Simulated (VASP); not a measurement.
# WC (sol) (P-6m2) in VASP: notebook, part 2 of 3

VASP 6.6.1.

## Step 3: Single point, PBEsol

This run uses another cell than the first one, of 10.29 Å³/atom, 1.013 times its volume.

INCAR

```
SYSTEM = WC
ALGO = Normal ; EDIFF = 1E-6
ENCUT = 520 ; GGA = PS
ISIF = 2 ; ISMEAR = 0
LASPH = .True. ; LCHARG = .True.
LELF = .True. ; LREAL = .False.
LVHAR = .True. ; LWAVE = .False.
NBANDS = 16 ; NELM = 80
PREC = Accurate ; SIGMA = 0.1
```

KPOINTS

```
k-points
0
Gamma
  18 18 14
  0 0 0
```

POSCAR

```
WC
1.0
    2.8985811345      0.0000000000      0.0000000000
   -1.4492905672      2.5102448974      0.0000000000
    0.0000000000      0.0000000000      2.8280347686
W C
1 1
Direct
    0.0000000000      0.0000000000      0.0000000000
    0.6666666667      0.3333333333      0.5000000000
```

Potentials or basis: VASP PAW PBE potentials, release 64 (W_sv, C).

Started as:

```bash
$ cat potpaw_PBE.64/W_sv/POTCAR potpaw_PBE.64/C/POTCAR > POTCAR
$ mpirun -np 1 vasp_std > vasp.out
```

OUTCAR:

```text
SYSTEM = WC
   EDIFF = 1E-6
   ENCUT = 520
   GGA = PS
   ISIF = 2
   ISMEAR = 0
   LASPH = .True.
   LREAL = .False.
   NELM = 80
   PREC = Accurate

 ion  position               nearest neighbor table
   1  0.000  0.000  0.000-   2 2.19   2 2.19   2 2.19   2 2.19   2 2.19   2 2.19
   2  0.667  0.333  0.500-   1 2.19   1 2.19   1 2.19   1 2.19   1 2.19   1 2.19

  LATTYP: Found a hexagonal cell.
 ALAT       =     2.8985811345
 C/A-ratio  =     0.9756617591

  Lattice vectors:

 A1 = (   2.8985811345,   0.0000000000,   0.0000000000)
 A2 = (  -1.4492905672,   2.5102448974,   0.0000000000)
 A3 = (   0.0000000000,   0.0000000000,   2.8280347686)

Analysis of symmetry for initial positions (statically):
=====================================================================
 Subroutine PRICEL returns:
 Original cell was already a primitive cell.

 Routine SETGRP: Setting up the symmetry group for a
 hexagonal supercell.

 Subroutine GETGRP returns: Found 12 space group operations
 (whereof 12 operations were pure point group operations)
 out of a pool of 24 trial point group operations.

The static configuration has the point symmetry D_3h.

Analysis of symmetry for dynamics (positions and initial velocities):
=====================================================================
 Subroutine PRICEL returns:
 Original cell was already a primitive cell.

 Routine SETGRP: Setting up the symmetry group for a
 hexagonal supercell.

 Subroutine GETGRP returns: Found 12 space group operations
 (whereof 12 operations were pure point group operations)
 out of a pool of 24 trial point group operations.

The dynamic configuration has the point symmetry D_3h.

 Subroutine INISYM returns: Found 12 space group operations
 (whereof 12 operations are pure point group operations),
 and found     1 'primitive' translations

----------------------------------------------------------------------------------------

                                     Primitive cell

[... 105 lines left out ...]
   ISMEAR =     0;   SIGMA  =   0.10  broadening in eV -4-tet -1-fermi 0-gaus
   EFERMI_NEDOS =   21; number of points for ismear=-14 and -15
   IALGO  =     38    algorithm
   IMIX   =      4    mixing-type and parameters
     AMIX     =   0.40;   BMIX     =  1.00
     AMIX_MAG =   1.60;   BMIX_MAG =  1.00
  volume/ion in A,a.u.               =      10.29        69.43
  Fermi-wavevector in a.u.,A,eV,Ry     =   1.565682  2.958710 33.352781  2.451360
  Thomas-Fermi vector in A             =   2.668122
   LORBIT       =      0    0 simple, 1 ext, 2 COOP (PROOUT), +10 PAW based schemes
   GGA     = PS    functional components
   LHFCALC =     F    Hartree Fock is set to
   AEXX    =    0.0000 exact exchange contribution
   IVDW    =     0    specifies the selected vdW correction
   LEPSILON=     F    determine dielectric tensor
   LRPA    =     F    only Hartree local field effects (RPA)
 non-spin polarized calculation
 Gauss-broadening in eV      SIGMA  =   0.10
  energy-cutoff  :      520.00
  volume of cell :       20.58
 maximum number of plane-waves:       574
 NGX is ok and might be reduce to    24
   NGX = 11   NGY = 11   NGZ = 11

 number of electron      18.0000001 magnetization

 Free energy of the ion-electron system (eV)
  ---------------------------------------------------
  ext. energy  EPLUGINS =         0.00000000
  ---------------------------------------------------
  free energy    TOTEN  =       -23.90072913 eV

  energy without entropy =      -23.89946461  energy(sigma->0) =      -23.90009687

 E-fermi :  11.0508     XC(G=0): -13.9748

 val. band max:       11.0106979221   @ k =   0.0556  -0.0000   0.2143
 cond. band min:      11.0718136557   @ k =   0.4444  -0.0000   0.5000
 fundamental gap:      0.0611157335
 Fermi energy:        11.0508299470

 k-point     1 :       0.0000    0.0000    0.0000
  band No.  band energies     occupation
      1     -62.8636      2.00000
      2     -26.8491      2.00000
      3     -26.7447      2.00000
      4     -26.7447      2.00000
      5      -3.4396      2.00000
      6       6.6748      2.00000
[... 433 lines left out ...]
      3     -26.9995      2.00000
      4     -26.7331      2.00000
      5      -0.0027      2.00000
      6       4.1333      2.00000
[... 8 lines left out ...]
     15      24.9271      0.00000
     16      28.6526      0.00000

 [... further k-points ...]
[... 5 lines left out ...]
  --------------------------------------------------------------------------------------
  -------------------------------------------------------------------------------------
  Total        0.1377848      0.1377848      0.1772186      0.0000000      0.0000000      0.0000000
  in kB       10.7281679     10.7281679     13.7985521      0.0000000      0.0000000      0.0000000
  external PRESSURE =      11.7516293 kB  Pullay stress =       0.0000000 kB

 VOLUME and BASIS-vectors are now :
 -----------------------------------------------------------------------------
  energy-cutoff  :      520.00
  volume of cell :       20.58
      direct lattice vectors                 reciprocal lattice vectors
     2.898581135  0.000000000  0.000000000     0.344996381  0.199183753  0.000000000
    -1.449290567  2.510244897  0.000000000     0.000000000  0.398367506  0.000000000
     0.000000000  0.000000000  2.828034769     0.000000000  0.000000000  0.353602442

 POSITION                                       TOTAL-FORCE (eV/Angst)
 -----------------------------------------------------------------------------------
      0.00000      0.00000      0.00000        -0.000000      0.000000      0.000000
      1.44929      0.83675      1.41402         0.000000      0.000000      0.000000
 -----------------------------------------------------------------------------------
    total drift:                                0.000000     -0.000000      0.000000

  FREE ENERGIE OF THE ION-ELECTRON SYSTEM (eV)
  ---------------------------------------------------
  free  energy   TOTEN  =       -23.9007291293 eV

  energy  without entropy=      -23.8994646074  energy(sigma->0) =      -23.90009687
```

OSZICAR:

```text
N       E                     dE             d eps       ncg     rms          rms(c)
DAV:   1     0.108530115877E+03    0.10853E+03   -0.94222E+03  9512   0.125E+03
DAV:   2    -0.235997953180E+02   -0.13213E+03   -0.12773E+03 11184   0.337E+02
DAV:   3    -0.267899990470E+02   -0.31902E+01   -0.31787E+01 10576   0.497E+01
DAV:   4    -0.268066941604E+02   -0.16695E-01   -0.16694E-01 12280   0.401E+00
DAV:   5    -0.268068142670E+02   -0.12011E-03   -0.12010E-03 10592   0.324E-01    0.336E+01
DAV:   6    -0.239996735760E+02    0.28071E+01   -0.52984E+00 11616   0.249E+01    0.937E+00
DAV:   7    -0.239341975241E+02    0.65476E-01   -0.36757E-01 10032   0.469E+00    0.639E+00
DAV:   8    -0.239017399187E+02    0.32458E-01   -0.61882E-02 10752   0.201E+00    0.904E-01
DAV:   9    -0.239008836885E+02    0.85623E-03   -0.25674E-03 10480   0.388E-01    0.117E-01
DAV:  10    -0.239007295434E+02    0.15415E-03   -0.27083E-04 11792   0.196E-01    0.461E-02
DAV:  11    -0.239007297274E+02   -0.18405E-06   -0.11111E-05 10504   0.321E-02    0.782E-03
DAV:  12    -0.239007291293E+02    0.59814E-06   -0.18547E-06  8704   0.113E-02
   1 F= -.23900729E+02 E0= -.23900097E+02  d E =-.126452E-02
```

stdout:

```text
POSCAR found type information on POSCAR W C
 POSCAR found :  2 types and       2 ions
 scaLAPACK will be used
 -----------------------------------------------------------------------------
|                                                                             |
|                                                                             |
|     You enforced a specific xc type in the INCAR file but a different       |
|     I HOPE YOU KNOW WHAT YOU ARE DOING!                                     |
|                                                                             |
 -----------------------------------------------------------------------------

 LDA part: xc-table for (Slater+PW92), standard interpolation
 POSCAR, INCAR and KPOINTS ok, starting setup
 FFT: planning ... GRIDC
 FFT: planning ... GRID_SOFT
 FFT: planning ... GRID
 WAVECAR not read
 entering main loop
```

Run time: 29 s. Hardware: 1 thread of Intel Xeon 6975P-C (Granite Rapids), shared host; peak memory 0.22 GiB.

Results:

```yaml
Free_energy: -23.9007 eV
Pressure: 1.2 GPa
Band_gap_on_the_k_mesh: zero (band 9 reaches 11.69 eV, above the bottom of band 10 at 10.45 eV)
```

Caveat: the PAW data sets were made with another functional, which shifts forces and pressure a little; spin-orbit coupling is left out, which moves the levels of the heavy elements.

## Step 4: Single point, PBEsol

This run uses another cell than the first one, of 10.29 Å³/atom, 1.013 times its volume.

INCAR

```
SYSTEM = WC
ALGO = Normal ; EDIFF = 1E-6
ENCUT = 520 ; GGA = PS
ISIF = 2 ; ISMEAR = -1
LASPH = .True. ; LCHARG = .False.
LREAL = .False. ; LWAVE = .False.
NBANDS = 16 ; NELM = 100
PREC = Accurate ; SIGMA = 0.15
```

KPOINTS is that of step 3.

POSCAR

```
WC
1.0
    2.8996058129      0.0000000000      0.0000000000
   -1.4498029064      2.5111322949      0.0000000000
    0.0000000000      0.0000000000      2.8268146561
W C
1 1
Direct
    0.0000000000      0.0000000000      0.0000000000
    0.6666666667      0.3333333333      0.5000000000
```

Potentials or basis: VASP PAW PBE potentials, release 64 (W_sv, C).

Started as:

```bash
$ cat potpaw_PBE.64/W_sv/POTCAR potpaw_PBE.64/C/POTCAR > POTCAR
$ mpirun -np 1 vasp_std > vasp.out
```

OUTCAR:

```text
SYSTEM = WC
   EDIFF = 1E-6
   ENCUT = 520
   GGA = PS
   ISIF = 2
   ISMEAR = -1
   LASPH = .True.
   LREAL = .False.
   NELM = 100
   PREC = Accurate

 ion  position               nearest neighbor table
   1  0.000  0.000  0.000-   2 2.19   2 2.19   2 2.19   2 2.19   2 2.19   2 2.19
   2  0.667  0.333  0.500-   1 2.19   1 2.19   1 2.19   1 2.19   1 2.19   1 2.19

  LATTYP: Found a hexagonal cell.
 ALAT       =     2.8996058129
 C/A-ratio  =     0.9748961888

  Lattice vectors:

 A1 = (   2.8996058129,   0.0000000000,   0.0000000000)
[... 625 lines left out ...]
      3     -26.9981      2.00000
      4     -26.7337      2.00000
      5      -0.0095      2.00000
      6       4.1277      2.00000
[... 8 lines left out ...]
     15      24.9187      0.00000
     16      28.6379      0.00000

 [... further k-points ...]
[... 5 lines left out ...]
  --------------------------------------------------------------------------------------
  -------------------------------------------------------------------------------------
  Total        0.1377753      0.1377753      0.1760402      0.0000000     -0.0000000      0.0000000
  in kB       10.7244779     10.7244779     13.7030303      0.0000000     -0.0000000      0.0000000
  external PRESSURE =      11.7173287 kB  Pullay stress =       0.0000000 kB

 VOLUME and BASIS-vectors are now :
 -----------------------------------------------------------------------------
  energy-cutoff  :      520.00
  volume of cell :       20.58
      direct lattice vectors                 reciprocal lattice vectors
     2.899605813  0.000000000  0.000000000     0.344874464  0.199113365  0.000000000
    -1.449802906  2.511132295  0.000000000     0.000000000  0.398226729  0.000000000
     0.000000000  0.000000000  2.826814656     0.000000000  0.000000000  0.353755064

 POSITION                                       TOTAL-FORCE (eV/Angst)
 -----------------------------------------------------------------------------------
      0.00000      0.00000      0.00000        -0.000000      0.000000      0.000000
      1.44980      0.83704      1.41341         0.000000     -0.000000      0.000000
 -----------------------------------------------------------------------------------
    total drift:                                0.000000     -0.000000      0.000000

  FREE ENERGIE OF THE ION-ELECTRON SYSTEM (eV)
  ---------------------------------------------------
  free  energy   TOTEN  =       -23.9111071895 eV

  energy  without entropy=      -23.8876813763  energy(sigma->0) =      -23.89939428
```

OSZICAR:

```text
N       E                     dE             d eps       ncg     rms          rms(c)
DAV:   1     0.109407930974E+03    0.10941E+03   -0.92516E+03  9480   0.125E+03
DAV:   2    -0.235493010455E+02   -0.13296E+03   -0.12850E+03 11280   0.338E+02
DAV:   3    -0.267953142186E+02   -0.32460E+01   -0.32355E+01 10448   0.502E+01
DAV:   4    -0.268119018341E+02   -0.16588E-01   -0.16587E-01 12304   0.404E+00
DAV:   5    -0.268120234692E+02   -0.12164E-03   -0.12163E-03 10504   0.327E-01    0.336E+01
DAV:   6    -0.240106447833E+02    0.28014E+01   -0.52915E+00 11608   0.249E+01    0.937E+00
DAV:   7    -0.239446175105E+02    0.66027E-01   -0.36813E-01  9976   0.471E+00    0.641E+00
DAV:   8    -0.239120595927E+02    0.32558E-01   -0.61932E-02 10784   0.202E+00    0.905E-01
DAV:   9    -0.239112594115E+02    0.80018E-03   -0.24402E-03 10368   0.385E-01    0.115E-01
DAV:  10    -0.239111077725E+02    0.15164E-03   -0.26351E-04 11864   0.195E-01    0.450E-02
DAV:  11    -0.239111078848E+02   -0.11227E-06   -0.12308E-05 10440   0.335E-02    0.820E-03
DAV:  12    -0.239111071895E+02    0.69529E-06   -0.20979E-06  9064   0.117E-02
   1 F= -.23911107E+02 E0= -.23899394E+02  d E =-.234258E-01
```

stdout:

```text
POSCAR found type information on POSCAR W C
 POSCAR found :  2 types and       2 ions
 scaLAPACK will be used
 -----------------------------------------------------------------------------
|                                                                             |
|                                                                             |
|     You enforced a specific xc type in the INCAR file but a different       |
|     I HOPE YOU KNOW WHAT YOU ARE DOING!                                     |
|                                                                             |
 -----------------------------------------------------------------------------

 LDA part: xc-table for (Slater+PW92), standard interpolation
 POSCAR, INCAR and KPOINTS ok, starting setup
 FFT: planning ... GRIDC
 FFT: planning ... GRID_SOFT
 FFT: planning ... GRID
 WAVECAR not read
 entering main loop
```

Run time: 31 s. Hardware: 1 thread of Intel Xeon 6975P-C (Granite Rapids), shared host; peak memory 0.22 GiB.

Results:

* Free energy: -23.9111 eV
* Pressure: 1.2 GPa
* Band gap on the k mesh: zero (band 9 reaches 11.68 eV, above the bottom of band 10 at 10.45 eV)

Levels at points of the mesh, in eV from the Fermi level:
```csv
k point,band 6,band 7,band 8,band 9,band 10,band 11,band 12,band 13
"(0.00, 0.00, 0.00)",-4.41,-3.41,-3.41,0.09,3.23,3.23,5.67,5.67
"(0.50, 0.00, 0.00)",-7.12,-3.68,-3.67,-0.49,2.33,4.54,4.91,6.89
"(0.00, 0.00, 0.50)",-8.76,-2.08,-2.08,-0.64,-0.64,3.71,4.50,4.50
"(0.50, 0.00, 0.50)",-6.56,-4.41,-4.24,0.27,4.45,5.36,6.70,9.27
```

Caveat: the PAW data sets were made with another functional, which shifts forces and pressure a little; spin-orbit coupling is left out, which moves the levels of the heavy elements.

[end of part 2 of 3]
